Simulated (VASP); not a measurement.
Wanted: the native input for a VASP 6.6.1 run.

```
Task                   : single point
Functional             : LDA
Potentials or basis    : VASP PAW LDA potentials, release 64 (Nb_sv, N)
Cutoff                 : 520 eV
k mesh                 : 11 × 11 × 1
Occupations            : fermi-dirac, width 0.05 eV
Spin                   : no spin polarisation
Dipole correction      : yes
Further INCAR settings : ALGO = Normal; EDIFF = 1e-06; NBANDS = 36; NELMDL = -8
```

The structure of NbN lies in POSCAR:

```
NbN
1.0
    3.0798703058      0.0000000000      0.0000000000
    0.0000000000      3.0798703058      0.0000000000
    0.0000000000      0.0000000000     20.3556000000
Nb N
3 3
Direct
    0.2500000000      0.2500000000      0.3987011679
    0.7500000000      0.7500000000      0.5000000026
    0.2500000000      0.2500000000      0.6012988297
    0.7500000000      0.7500000000      0.3880374098
    0.2500000000      0.2500000000      0.4999999972
    0.7500000000      0.7500000000      0.6119625927
```

The input as run:

INCAR

```
PREC     = Accurate       # precision mode
ENCUT    = 520            # plane-wave cutoff, eV
EDIFF    = 1E-6           # SCF threshold, eV
ISMEAR   = -1             # smearing method
SIGMA    = 0.05           # smearing width, eV
LREAL    = F              # projectors in reciprocal space
LASPH    = T              # aspherical terms in the spheres
NELM     = 120            # most SCF steps
ALGO     = Normal         # electronic algorithm
ISIF     = 2              # what is computed and relaxed
LWAVE    = F              # write WAVECAR
LCHARG   = F              # write CHGCAR
LDIPOL   = T            
IDIPOL   = 3            
DIPOL    = 0.5 0.5 0.500
NBANDS   = 36             # bands
GGA_COMPAT= F            
NELMDL   = -8
```

KPOINTS

```
regular mesh
0
Gamma
  11 11 1
```

Potentials or basis: VASP PAW LDA potentials, release 64 (Nb_sv, N).

Launch:

```bash
$ cat potpaw_LDA.64/Nb_sv/POTCAR potpaw_LDA.64/N/POTCAR > POTCAR
$ mpirun -np 1 vasp_std > vasp.out
```

It gave:

```json
{
 "Largest force": "0.009 eV/Å",
 "Band gap on the k mesh": "zero (bands 27 and 28 overlap by 2.15 eV)"
}
```

Run time: 7.3 min on 1 thread of Intel Xeon 8259CL, on a shared host, peak memory 0.3 GiB.
